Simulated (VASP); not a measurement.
A run of VASP 6.6.1:

File INCAR:

```
SYSTEM = GaP
  PREC = Accurate
  ENCUT = 500
  EDIFF = 1E-6
  ISMEAR = 0
  SIGMA = 0.01
  LREAL = .FALSE.
  LASPH = .TRUE.
  NELM = 120
  ALGO = Normal
  ISIF = 2
  LWAVE = .FALSE.
  LCHARG = .FALSE.
  GGA = PS
  NBANDS = 16
  GGA_COMPAT = .FALSE.
```

Contents of KPOINTS:

```
regular mesh
0
G
  8 8 8
  0 0 0
```

File POSCAR:

```
GaP
1.0
    0.0000000000      2.7372337376      2.7372337376
    2.7372337376      0.0000000000      2.7372337376
    2.7372337376      2.7372337376      0.0000000000
Ga P
1 1
Direct
    0.0000000000      0.0000000000      0.0000000000
    0.2500000000      0.2500000000      0.2500000000
```

Potentials or basis: VASP PAW PBE potentials, release 64 (Ga_d, P).

Run with:

```bash
$ cat potpaw_PBE.64/Ga_d/POTCAR potpaw_PBE.64/P/POTCAR > POTCAR
$ mpirun -np 1 vasp_std > vasp.out
```

Hardware: 1 thread of Intel(R) Xeon(R) Platinum 8259CL CPU @ 2.50GHz (Skylake/Cascade Lake), on a shared host.

How long does it take, and how much memory?

Run time: 17 s on 1 thread of Intel(R) Xeon(R) Platinum 8259CL CPU @ 2.50GHz (Skylake/Cascade Lake) (shared host), peak memory 0.16 GiB. Counts: scf iterations 12, k points 29.
